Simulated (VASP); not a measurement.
Runs of VASP 6.6.1 on CdS. The structure is cubic, space group F-43m (No. 216). The conventional cell has a = 5.878 Å, b = 5.878 Å, c = 5.878 Å, α = 90.00°, β = 90.00°, γ = 90.00°. Within 3.4 Å of Cd (site symmetry -43m) lie 4 S at 2.55 Å. Within 3.4 Å of S (site symmetry -43m) lie 4 Cd at 2.55 Å. 

| level | cutoff (eV) | grid for exact exchange (PRECFOCK) | share of exact exchange | screening parameter | gap on the mesh (eV) | pressure (GPa) |
| --- | --- | --- | --- | --- | --- | --- |
| r2SCAN | 550 | - | - | - | 1.54 | (b) |
| HSE06 | 400 | Normal | 0.25 | 0.2079 1/Å | 2.11 | (a) |
| PBE | 500 | - | - | - | 1.10 | 1.7 |
| PBE0 | 400 | Normal | 0.25 | - | 2.77 | (c) |

Alike in all rows: task single point; potentials or basis VASP PAW PBE potentials, release 64 (Cd, S); no spin polarisation; cell as given; k mesh 6 × 6 × 6; smearing gaussian 0.01 eV.

Problem. Estimate the missing entries.

Solution. (a) 0.1; (b) 0.3; (c) -0.1.

Caveats: the PAW data sets were made with another functional, which shifts forces and pressure a little (at least some runs).

A k mesh can miss the band edges, and the runs leave out spin-orbit coupling on Cd.
